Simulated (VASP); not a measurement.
Here is a VASP 6.6.1 calculation.

INCAR

```
SYSTEM = Ag4O
ALGO = Fast
DIPOL = 0.5 0.5 0.494
EDIFF = 1E-6
ENCUT = 520
GGA = PS
IDIPOL = 3
ISIF = 2
ISMEAR = 0
LASPH = .True.
LCHARG = .True.
LDIPOL = .True.
LELF = .True.
LREAL = .False.
LVACPOTAV = .True.
LVHAR = .True.
LWAVE = .False.
NBANDS = 33
NELM = 60
PREC = Accurate
SIGMA = 0.1
```

The input KPOINTS:

```
k-points
0
Gamma
  10 10 1
  0 0 0
```

POSCAR

```
Ag4O
1.0
    2.8669036825      0.0000000000      0.0000000000
    0.0000000000      2.8669036825      0.0000000000
    0.0000000000      0.0000000000     25.0816211046
Ag O
4 1
Direct
    0.5000000000      0.5000000000      0.3388935654
    0.0000000000      0.0000000000      0.4197179677
    0.5000000000      0.5000000000      0.5008162760
    0.0000000000      0.0000000000      0.5799214924
    0.3333333333      0.3333333333      0.6326568015
```

Potentials or basis: VASP PAW PBE potentials, release 64 (Ag, O).

The run is started by

```bash
$ cat potpaw_PBE.64/Ag/POTCAR potpaw_PBE.64/O/POTCAR > POTCAR
$ mpirun -np 1 vasp_std > vasp.out
```

(1) Predict the largest force.

(2) What does it give for the band gap on the k mesh?

Results:

(1) 1.792 eV/Å.

(2) zero (bands 25 and 26 overlap by 3.11 eV).

Caveat: the PAW data sets were made with another functional, which shifts forces and pressure a little.
